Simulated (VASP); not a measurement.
The system is CaH3.

```
Ca H
1.0
     2.60933    1.50650    4.15388
    -2.60933    1.50650    4.15388
     0.00000   -3.01299    4.15388
Ca H
2 6
Direct
  0.25000 0.25000 0.25000
  0.75000 0.75000 0.75000
  0.69453 0.80547 0.25000
  0.25000 0.69453 0.80547
  0.80547 0.25000 0.69453
  0.75000 0.30547 0.19453
  0.19453 0.75000 0.30547
  0.30547 0.19453 0.75000
```

- Program: VASP 6.6.1
- Task: relaxation of cell and atoms
- Functional: PBE
- Potentials or basis: VASP PAW PBE potentials, release 64 (Ca_sv, H)
- Cutoff: 600 eV
- k mesh: 6 × 6 × 6
- Occupations: gaussian, width 0.1 eV
- Spin: no spin polarisation

At the start: pressure -5.0 GPa; volume 12.25 Å³/atom.

Q: How do energy, volume and symmetry change on relaxing?

A: Over 12 steps the energy falls by 85.8 meV/atom and the volume is 9.95 Å³/atom (-18.7 %); space group Pm-3m (No. 221, to 0.05 Å).

Step by step:
| step | energy change (eV) | largest force (eV/Å) | pressure (GPa) | volume (Å³) |
| --- | --- | --- | --- | --- |
| 1 | 0.0000 | 0.2941 | -5.04 | 97.97 |
| 2 | -0.1829 | 0.3370 | -3.70 | 92.61 |
| 3 | -0.3745 | 0.4083 | -0.06 | 83.14 |
| 4 | -0.3849 | 0.4300 | 1.68 | 79.93 |
| 5 | -0.4682 | 0.3347 | 1.51 | 79.33 |
| 6 | -0.5763 | 0.1074 | 1.79 | 77.53 |
| 7 | -0.6386 | 0.0712 | -0.18 | 80.28 |
| 8 | -0.6524 | 0.0389 | -1.58 | 82.60 |
| 9 | -0.6827 | 0.0079 | -0.76 | 80.98 |
| 10 | -0.6857 | 0.0088 | -0.41 | 80.35 |
| 11 | -0.6857 | 0.0101 | -0.37 | 80.31 |
| 12 | -0.6867 | 0.0025 | 0.03 | 79.63 |

Final structure:
```
Ca H
1.0
     2.41527    1.39445    3.94039
    -2.41527    1.39445    3.94039
     0.00000   -2.78891    3.94039
Ca H
2 6
Direct
  0.25000 0.25000 0.25000
  0.75000 0.75000 0.75000
  0.75023 0.74977 0.25000
  0.25000 0.75023 0.74977
  0.74977 0.25000 0.75023
  0.75000 0.24977 0.25023
  0.25023 0.75000 0.24977
  0.24977 0.25023 0.75000
```

Caveat: the volume moved by over 15 % at a fixed basis, so the end points are rough.
